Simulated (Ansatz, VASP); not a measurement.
## One calculation of C, two programs

Contents of INCAR:

```
PREC = Accurate
ENCUT = 520
EDIFF = 1E-6
ISMEAR = 0
SIGMA = 0.05
LREAL = F
LASPH = T
NELM = 60
ALGO = Normal
ISIF = 2
LWAVE = F
LCHARG = T
GGA = PE
IVDW = 12
LELF = T
LVHAR = T
NBANDS = 11
```

The input KPOINTS:

```
regular mesh
0
Gamma
  15 15 15
```

File POSCAR:

```
C
1.0
    1.2324809262      0.7115731945      3.3609366220
   -1.2324809262      0.7115731945      3.3609366220
    0.0000000000     -1.4231463891      3.3609366220
C
2
Direct
    0.1548579455      0.1548579455      0.1759379976
    0.8451420545      0.8451420545      0.8240620024
```

Input for Ansatz:

```yaml
crystal:
  lattice:
    - [1.2324809262, 0.7115731945, 3.360936622]
    - [-1.2324809262, 0.7115731945, 3.360936622]
    - [0.0, -1.4231463891, 3.360936622]
  atoms:
    - { symbol: C, position: [0.1548579455, 0.1548579455, 0.1759379976] }
    - { symbol: C, position: [0.8451420545, 0.8451420545, 0.8240620024] }
basis:
  ecutwfc: 520.0
kpoints:
  mp_grid: { grid: [15, 15, 15] }
hamiltonian:
  xc: pbe
  pseudopotentials: { kind: paw, azcp: { folder: soft_1 } }
  dispersion: d3bj
scf:
  occupations: { method: gaussian, width: 0.05 }
output:
  forces: true
  stress: true
  eigenvalues: true
```

Change from the starting cell: mode 4 frozen in at -0.048 Å and mode 6 at -0.030 Å (largest displacements).

Alike in both runs: task single point; functional PBE; dispersion D3(BJ); k mesh 15 × 15 × 15; occupations gaussian, width 0.05 eV; no spin polarisation.

|  | VASP | Ansatz |
| --- | --- | --- |
| version | VASP 6.6.1 | Ansatz 0.2.0 |
| potentials or method | VASP PAW PBE potentials, release 64 (C), cutoff 520 eV | scalar-relativistic, plane waves, PAW |
| valence electrons in the cell | 8 | 8 |

|  | VASP | Ansatz | Ansatz less VASP |
| --- | --- | --- | --- |
| gap on the k mesh at the Fermi level (eV) | 0.03 | 0.03 | 0.000 |
| least direct gap on the mesh (eV) | 0.03 | 0.03 | 0.000 |
| pressure (GPa) | 1.6 | 1.2 | -0.42 |
| traceless stress, the component that is largest in VASP (GPa) | 8.06 | 7.71 | -0.350 |
| rms of the force components (eV/Å) | 2.154 | 2.153 | -0.0014 |

Atom by atom the forces differ by 0.004 eV/Å (rms over components).
